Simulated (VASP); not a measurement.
# AlN (I-4m2) in VASP: notebook

AlN is run at these levels: PBE; tasks: single point.

Program: VASP 6.6.1. These are calculated values, not measurements. Logs are shortened: lines on timing, memory, paths and dates and some standing lists are left out, and cuts for length are marked.

## (1) The cell of the first run

It takes space group I-4m2 (No. 119, tetragonal). The conventional cell has a = 3.067 Å, b = 3.067 Å, c = 4.403 Å, α = 90.00°, β = 90.00°, γ = 90.00°. Al (site symmetry -4m2) has 4 N at 1.89 Å within 2.5 Å. N (site symmetry -4m2) has 4 Al at 1.89 Å within 2.5 Å.

## (2) Single point, PBE (strain -0.015 along x and y, +0.000 along z)

INCAR

```
PREC     = Accurate       # precision mode
ENCUT    = 520            # plane-wave cutoff, eV
EDIFF    = 1E-6           # SCF threshold, eV
ISMEAR   = 0              # smearing method
SIGMA    = 0.05           # smearing width, eV
LREAL    = False          # projectors in reciprocal space
LASPH    = True           # aspherical terms in the spheres
NELM     = 60             # most SCF steps
ALGO     = Normal         # electronic algorithm
ISIF     = 2              # what is computed and relaxed
LWAVE    = False          # write WAVECAR
LCHARG   = True           # write CHGCAR
GGA      = PE             # functional
LELF     = True           # ELF
LVHAR    = True         
NBANDS   = 11             # bands
```

KPOINTS

```
Automatic mesh
0
Gamma
  10 10 10
```

POSCAR

```
AlN
1.0
    0.0000000000      2.1685632977      2.2015871043
    2.1685632977      0.0000000000      2.2015871043
    2.1685632977      2.1685632977      0.0000000000
Al N
1 1
Direct
    0.0000000000      0.0000000000      0.0000000000
    0.7500000000      0.7500000000      0.7500000000
```

Potentials or basis: VASP PAW PBE potentials, release 64 (Al, N).

On the command line:

```
$ cat potpaw_PBE.64/Al/POTCAR potpaw_PBE.64/N/POTCAR > POTCAR
$ mpirun -np 1 vasp_std > vasp.out
```

OUTCAR:

```text
PREC = Accurate
   ENCUT = 520
   EDIFF = 1E-6
   ISMEAR = 0
   LREAL = False
   LASPH = True
   NELM = 60
   ISIF = 2
   GGA = PE

 ion  position               nearest neighbor table
   1  0.000  0.000  0.000-   2 1.89   2 1.89   2 1.89   2 1.89
   2  0.750  0.750  0.750-   1 1.89   1 1.89   1 1.89   1 1.89

  LATTYP: Found a body centered tetragonal cell.
 ALAT       =     3.0668116265
 C/A-ratio  =     1.4357498095

  Lattice vectors:

 A1 = (  -2.1685632977,   0.0000000000,   2.2015871043)
 A2 = (   2.1685632977,   0.0000000000,   2.2015871043)
 A3 = (   0.0000000000,   2.1685632977,  -2.2015871043)

Analysis of symmetry for initial positions (statically):
=====================================================================
 Subroutine PRICEL returns:
 Original cell was already a primitive cell.

 Routine SETGRP: Setting up the symmetry group for a
 body centered tetragonal supercell.

 Subroutine GETGRP returns: Found  8 space group operations
 (whereof  8 operations were pure point group operations)
 out of a pool of 16 trial point group operations.

The static configuration has the point symmetry D_2d.

Analysis of symmetry for dynamics (positions and initial velocities):
=====================================================================
 Subroutine PRICEL returns:
 Original cell was already a primitive cell.

 Routine SETGRP: Setting up the symmetry group for a
 body centered tetragonal supercell.

 Subroutine GETGRP returns: Found  8 space group operations
 (whereof  8 operations were pure point group operations)
 out of a pool of 16 trial point group operations.

The dynamic configuration has the point symmetry D_2d.

 Subroutine INISYM returns: Found  8 space group operations
 (whereof  8 operations are pure point group operations),
 and found     1 'primitive' translations

----------------------------------------------------------------------------------------

                                     Primitive cell

  volume of cell :      20.7067

  direct lattice vectors                    reciprocal lattice vectors
     0.000000000  2.168563298  2.201587104    -0.230567399  0.230567399  0.227108888
     2.168563298  0.000000000  2.201587104     0.230567399 -0.230567399  0.227108888
     2.168563298  2.168563298  0.000000000     0.230567399  0.230567399 -0.227108888

  length of vectors
     3.090251212  3.090251212  3.066811626     0.397367712  0.397367712  0.397367712

  position of ions in fractional coordinates (direct lattice)
     0.000000000  0.000000000  0.000000000
     0.750000000  0.750000000  0.750000000

  ion indices of the primitive-cell ions
   primitive index   ion index
                 1           1
                 2           2

----------------------------------------------------------------------------------------

 KPOINTS: Automatic mesh

Automatic generation of k-mesh.
 Grid dimensions read from file:
 generate k-points for:   10   10   10

 Generating k-lattice:

  Cartesian coordinates                     Fractional coordinates (reciprocal lattice)
    -0.023056740  0.023056740  0.022710889     0.100000000  0.000000000  0.000000000
     0.023056740 -0.023056740  0.022710889     0.000000000  0.100000000  0.000000000
     0.023056740  0.023056740 -0.022710889     0.000000000  0.000000000  0.100000000

  Length of vectors
     0.039736771  0.039736771  0.039736771

  Shift w.r.t. Gamma in fractional coordinates (k-lattice)
     0.000000000  0.000000000  0.000000000

 Subroutine IBZKPT returns following result:
 ===========================================

 Found    102 irreducible k-points:

 Following reciprocal coordinates:
            Coordinates               Weight
  0.000000  0.000000  0.000000      1.000000
  0.100000  0.000000  0.000000      8.000000
  0.200000  0.000000  0.000000      8.000000
  0.300000  0.000000  0.000000      8.000000
  0.400000  0.000000  0.000000      8.000000
  0.500000  0.000000  0.000000      4.000000
[... 16 lines left out ...]
  0.300000  0.300000  0.000000      2.000000
  0.400000  0.300000  0.000000      8.000000
 [... further k-points ...]
   k-points           NKPTS =    102   k-points in BZ     NKDIM =    102   number of bands    NBANDS=     11
   number of dos      NEDOS =    301   number of ions     NIONS =      2
   total plane-waves  NPLWV =  13824
   dimension x,y,z NGX =    24 NGY =   24 NGZ =   24
   dimension x,y,z NGXF=    48 NGYF=   48 NGZF=   48
   ions per type =               1   1
   NGX,Y,Z   is equivalent  to a cutoff of  12.91, 12.91, 13.01 a.u.
   NGXF,Y,Z  is equivalent  to a cutoff of  25.82, 25.82, 26.02 a.u.
 SYSTEM =  unknown system
   PREC   = accura    normal or accurate (medium, high low for compatibility)
   ISTART =      0    job   : 0-new  1-cont  2-samecut
   ICHARG =      2    charge: 1-file 2-atom 10-const
   ISPIN  =      1    spin polarized calculation?
   LNONCOLLINEAR =      F non collinear calculations
[... 56 lines left out ...]
 fundamental gap:      3.2766232150
 Fermi energy:         6.3533749526

 k-point     1 :       0.0000    0.0000    0.0000
  band No.  band energies     occupation
      1      -8.9878      2.00000
      2       5.9858      2.00000
      3       6.0510      2.00000
      4       6.0510      2.00000
      5      10.2784      0.00000
      6      18.6457      0.00000
      7      18.6457      0.00000
      8      18.6615      0.00000
      9      23.5047      0.00000
     10      24.0146      0.00000
     11      24.8101      0.00000

 k-point     2 :       0.1000    0.0000    0.0000
  band No.  band energies     occupation
      1      -8.8403      2.00000
      2       5.2172      2.00000
      3       5.9519      2.00000
      4       6.0038      2.00000
      5      10.9375      0.00000
      6      18.2557      0.00000
      7      18.7806      0.00000
      8      18.7931      0.00000
      9      22.2997      0.00000
     10      22.6936      0.00000
     11      24.4124      0.00000

 k-point     3 :       0.2000    0.0000    0.0000
  band No.  band energies     occupation
      1      -8.4205      2.00000
      2       3.6085      2.00000
      3       5.8109      2.00000
      4       5.8862      2.00000
      5      12.0618      0.00000
      6      17.4448      0.00000
      7      18.6374      0.00000
      8      18.7884      0.00000
      9      21.8919      0.00000
     10      22.0543      0.00000
     11      23.5448      0.00000

 k-point     4 :       0.3000    0.0000    0.0000
  band No.  band energies     occupation
      1      -7.8102      2.00000
      2       1.9550      2.00000
      3       5.6500      2.00000
      4       5.7514      2.00000
      5      12.9042      0.00000
      6      16.6764      0.00000
      7      17.9259      0.00000
      8      18.1695      0.00000
      9      23.0070      0.00000
     10      23.0354      0.00000
     11      23.4034      0.00000

 k-point     5 :       0.4000    0.0000    0.0000
  band No.  band energies     occupation
      1      -7.1989      2.00000
      2       0.6624      2.00000
      3       5.5286      2.00000
      4       5.6499      2.00000
      5      13.3313      0.00000
      6      16.1371      0.00000
      7      17.3126      0.00000
      8      17.5751      0.00000
      9      23.7548      0.00000
     10      24.8438      0.00000
     11      24.9628      0.00000
[... 211 lines left out ...]
 k-point    21 :      -0.3000    0.2000    0.0000
  band No.  band energies     occupation
      1      -7.0357      2.00000
      2       1.3827      2.00000
      3       3.7637      2.00000
      4       5.5777      2.00000
      5      13.9851      0.00000
      6      15.2321      0.00000
      7      17.7241      0.00000
      8      18.4945      0.00000
      9      22.4901      0.00000
     10      24.9504      0.00000
     11      27.2124      0.00000

 k-point    22 :      -0.2000    0.2000    0.0000
  band No.  band energies     occupation
      1      -7.5999      2.00000
      2       2.2291      2.00000
      3       4.2806      2.00000
      4       5.8321      2.00000
      5      13.6428      0.00000
      6      16.1637      0.00000
      7      17.3379      0.00000
      8      18.6971      0.00000
      9      21.0636      0.00000
     10      24.6436      0.00000
     11      27.1095      0.00000

 k-point    23 :       0.3000    0.3000    0.0000
  band No.  band energies     occupation
      1      -7.4597      2.00000
      2       2.4553      2.00000
      3       4.8512      2.00000
      4       4.8512      2.00000
      5      11.3501      0.00000
      6      15.9015      0.00000
      7      17.7824      0.00000
      8      20.6748      0.00000
      9      20.6748      0.00000
     10      26.6635      0.00000
     11      29.9942      0.00000

 k-point    24 :       0.4000    0.3000    0.0000
  band No.  band energies     occupation
      1      -6.9966      2.00000
      2       1.8177      2.00000
      3       4.3636      2.00000
      4       4.6948      2.00000
      5      10.9663      0.00000
      6      15.7442      0.00000
      7      18.1916      0.00000
      8      20.7769      0.00000
      9      21.2601      0.00000
     10      27.5322      0.00000
     11      29.6905      0.00000

 [... further k-points ...]
[... 5 lines left out ...]
  --------------------------------------------------------------------------------------
  -------------------------------------------------------------------------------------
  Total        0.8498287      0.8498287      0.5821113      0.0000000      0.0000000      0.0000000
  in kB       65.7554694     65.7554694     45.0408464      0.0000000      0.0000000      0.0000000
  external PRESSURE =      58.8505951 kB  Pullay stress =       0.0000000 kB

 VOLUME and BASIS-vectors are now :
 -----------------------------------------------------------------------------
  energy-cutoff  :      520.00
  volume of cell :       20.71
      direct lattice vectors                 reciprocal lattice vectors
     0.000000000  2.168563298  2.201587104    -0.230567399  0.230567399  0.227108888
     2.168563298  0.000000000  2.201587104     0.230567399 -0.230567399  0.227108888
     2.168563298  2.168563298  0.000000000     0.230567399  0.230567399 -0.227108888

 POSITION                                       TOTAL-FORCE (eV/Angst)
 -----------------------------------------------------------------------------------
      0.00000      0.00000      0.00000         0.000000      0.000000      0.000000
      3.25284      3.25284      3.30238        -0.000000     -0.000000     -0.000000
 -----------------------------------------------------------------------------------
    total drift:                               -0.000000     -0.000000     -0.000000

  FREE ENERGIE OF THE ION-ELECTRON SYSTEM (eV)
  ---------------------------------------------------
  free  energy   TOTEN  =       -14.8348617743 eV

  energy  without entropy=      -14.8348617743  energy(sigma->0) =      -14.83486177
```

Wall time 5.9 s (1 thread of Intel Xeon 6975P-C (Granite Rapids), shared host); peak memory 0.14 GiB.

Results:

```
Free energy            : -14.8349 eV
Pressure               : 5.9 GPa
Band gap on the k mesh : 3.28 eV, indirect (least direct gap 4.23 eV)
```

Levels at points of the mesh, in eV from the valence-band top:
```
           k point  band 1  band 2  band 3  band 4  band 5  band 6  band 7  band 8
(0.00, 0.00, 0.00)  -15.04   -0.07    0.00    0.00    4.23   12.59   12.59   12.61
(0.50, 0.00, 0.00)  -12.97   -5.90   -0.57   -0.44    7.40    9.89   11.04   11.30
(0.50, 0.50, 0.00)  -12.38   -5.04   -1.72   -1.72    3.35    8.78   13.84   15.87
(0.50, 0.00, 0.50)  -12.31   -4.89   -1.85   -1.84    3.28    8.55   14.11   15.52
```

Caveat: the cell differs from its parent crystal (strain -0.015 along x and y, +0.000 along z). A k mesh can miss the band edges.

## (3) Single point, PBE (strain +0.000 along x and y, -0.015 along z)

INCAR

```
PREC = Accurate ; ENCUT = 520
EDIFF = 1E-6 ; ISMEAR = 0
SIGMA = 0.05 ; LREAL = False
LASPH = True ; NELM = 60
ALGO = Normal ; ISIF = 2
LWAVE = False ; LCHARG = False
GGA = PE ; NBANDS = 11
```

KPOINTS is that of step 2.

POSCAR

```
AlN
1.0
    0.0000000000      2.2015871043      2.1685632977
    2.2015871043      0.0000000000      2.1685632977
    2.2015871043      2.2015871043      0.0000000000
Al N
1 1
Direct
    0.0000000000      0.0000000000      0.0000000000
    0.7500000000      0.7500000000      0.7500000000
```

Potentials or basis: VASP PAW PBE potentials, release 64 (Al, N).

On the command line:

```
$ cat potpaw_PBE.64/Al/POTCAR potpaw_PBE.64/N/POTCAR > POTCAR
$ mpirun -np 1 vasp_std > vasp.out
```

Run time: 5.7 s. Hardware: 1 thread of Intel Xeon 6975P-C (Granite Rapids), shared host; peak memory 0.14 GiB.

Results (log left out):

* Free energy: -14.8436 eV
* Pressure: 2.7 GPa
* Band gap on the k mesh: 3.23 eV, indirect (least direct gap 4.07 eV)

Stress tensor (GPa, compression positive):
```
2.07 0.00 0.00
0.00 2.07 0.00
0.00 0.00 3.97
```

Levels at points of the mesh, in eV from the valence-band top:
```tsv
k point	band 1	band 2	band 3	band 4	band 5	band 6	band 7	band 8
(0.00, 0.00, 0.00)	-14.97	-0.06	-0.06	0.00	4.07	12.42	12.44	12.44
(0.50, 0.00, 0.00)	-12.95	-5.86	-0.58	-0.46	7.25	9.76	10.91	11.20
(0.50, 0.50, 0.00)	-12.28	-4.82	-1.89	-1.89	3.23	8.36	13.97	15.50
(0.50, 0.00, 0.50)	-12.34	-4.96	-1.77	-1.76	3.30	8.60	13.70	15.40
```

Caveat: the cell differs from its parent crystal (strain +0.000 along x and y, -0.015 along z). A k mesh can miss the band edges.

## (4) Single point, PBE (strain -0.015 along x and y, +0.015 along z)

INCAR

```
ALGO = Normal ; EDIFF = 1E-7
ENCUT = 520 ; GGA = PE
ISIF = 2 ; ISMEAR = 0
LASPH = True ; LCHARG = False
LREAL = False ; LWAVE = False
NBANDS = 11 ; NELM = 60
PREC = Accurate ; SIGMA = 0.05
```

KPOINTS

```
k-points
0
Gamma
  10 10 10
```

POSCAR

```
AlN
1.0
    0.0000000000      2.1685632977      2.2346109109
    2.1685632977      0.0000000000      2.2346109109
    2.1685632977      2.1685632977      0.0000000000
Al N
1 1
Direct
    0.0000000000      0.0000000000      0.0000000000
    0.7500000000      0.7500000000      0.7500000000
```

On the command line:

```
$ cat potpaw_PBE.64/Al/POTCAR potpaw_PBE.64/N/POTCAR > POTCAR
$ mpirun -np 1 vasp_std > vasp.out
```

It took 12 s on 1 thread of Intel Xeon Platinum 8488C (Sapphire Rapids), shared host; peak memory 0.14 GiB.

It converged, with:

```
Free energy            : -14.8392 eV
Pressure               : 2.7 GPa
Band gap on the k mesh : 3.23 eV, indirect (least direct gap 4.07 eV)
```

Stress tensor (GPa, compression positive):
```
 4.16  0.00  0.00
 0.00  4.16  0.00
 0.00  0.00 -0.20
```

Levels at points of the mesh, in eV from the valence-band top:
```
           k point  band 1  band 2  band 3  band 4  band 5  band 6  band 7  band 8  band 9
(0.00, 0.00, 0.00)  -14.98   -0.13    0.00    0.00    4.07   12.42   12.42   12.45   17.03
(0.50, 0.00, 0.00)  -12.95   -5.86   -0.65   -0.40    7.21    9.76   10.82   11.32   17.79
(0.50, 0.50, 0.00)  -12.41   -5.11   -1.65   -1.65    3.37    8.82   13.44   15.74   15.74
(0.50, 0.00, 0.50)  -12.28   -4.83   -1.90   -1.89    3.23    8.36   13.96   15.05   15.94
```

Caveat: the cell differs from its parent crystal (strain -0.015 along x and y, +0.015 along z). A k mesh can miss the band edges.

## (5) Single point, PBE (strain +0.000 along x and y, +0.030 along z)

INCAR

```
ALGO     = Normal         # electronic algorithm
EDIFF    = 1E-6           # SCF threshold, eV
ENCUT    = 520            # plane-wave cutoff, eV
GGA      = PE             # functional
ISIF     = 2              # what is computed and relaxed
ISMEAR   = 0              # smearing method
LASPH    = T              # aspherical terms in the spheres
LCHARG   = T              # write CHGCAR
LELF     = T              # ELF
LREAL    = F              # projectors in reciprocal space
LVHAR    = T            
LWAVE    = F              # write WAVECAR
NBANDS   = 11             # bands
NELM     = 100            # most SCF steps
PREC     = Accurate       # precision mode
SIGMA    = 0.05           # smearing width, eV
```

KPOINTS is that of step 4.

POSCAR

```
AlN
1.0
    0.0000000000      2.2015871043      2.2676347174
    2.2015871043      0.0000000000      2.2676347174
    2.2015871043      2.2015871043      0.0000000000
Al N
1 1
Direct
    0.0000000000      0.0000000000      0.0000000000
    0.7500000000      0.7500000000      0.7500000000
```

On the command line:

```
$ cat potpaw_PBE.64/Al/POTCAR potpaw_PBE.64/N/POTCAR > POTCAR
$ mpirun -np 1 vasp_std > vasp.out
```

Wall time 15 s (1 thread of Intel Xeon Platinum 8488C (Sapphire Rapids), shared host); peak memory 0.14 GiB.

It converged, with:

- Free energy: -14.8299 eV
- Pressure: -5.7 GPa
- Band gap on the k mesh: 3.21 eV, indirect (least direct gap 3.68 eV)

Stress tensor (GPa, compression positive):
```
-4.26  0.00  0.00
 0.00 -4.26  0.00
 0.00  0.00 -8.64
```

Levels at points of the mesh, in eV from the valence-band top:
| k point | band 2 | band 3 | band 4 | band 5 | band 6 | band 7 |
| --- | --- | --- | --- | --- | --- | --- |
| (0.00, 0.00, 0.00) | -0.13 | 0.00 | 0.00 | 3.68 | 11.98 | 11.98 |
| (0.50, 0.00, 0.00) | -5.68 | -0.64 | -0.40 | 6.82 | 9.46 | 10.55 |
| (0.50, 0.50, 0.00) | -4.97 | -1.60 | -1.60 | 3.34 | 8.54 | 12.87 |
| (0.50, 0.00, 0.50) | -4.70 | -1.84 | -1.83 | 3.21 | 8.09 | 13.37 |

Caveat: the cell differs from its parent crystal (strain +0.000 along x and y, +0.030 along z).

## (6) The runs side by side

| cell | gap on the mesh (eV) | pressure (GPa) |
| --- | --- | --- |
| a = 3.090, b = 3.090, c = 3.067 Å, angles 60.3, 60.3, 59.5°, 2 atoms | 3.28 | 5.9 |
| a = 3.090, b = 3.090, c = 3.114 Å, angles 59.8, 59.8, 60.5°, 2 atoms | 3.23 | 2.7 |
| a = 3.114, b = 3.114, c = 3.067 Å, angles 60.5, 60.5, 59.0°, 2 atoms | 3.23 | 2.7 |
| a = 3.161, b = 3.161, c = 3.114 Å, angles 60.5, 60.5, 59.0°, 2 atoms | 3.21 | -5.7 |

Alike in all rows: task single point; level PBE; potentials or basis VASP PAW PBE potentials, release 64 (Al, N); no spin polarisation; k mesh 10 × 10 × 10; cutoff (eV) 520; smearing gaussian 0.05 eV.

Total energies depend on the potentials used, so only differences within one code and one set of settings carry meaning.
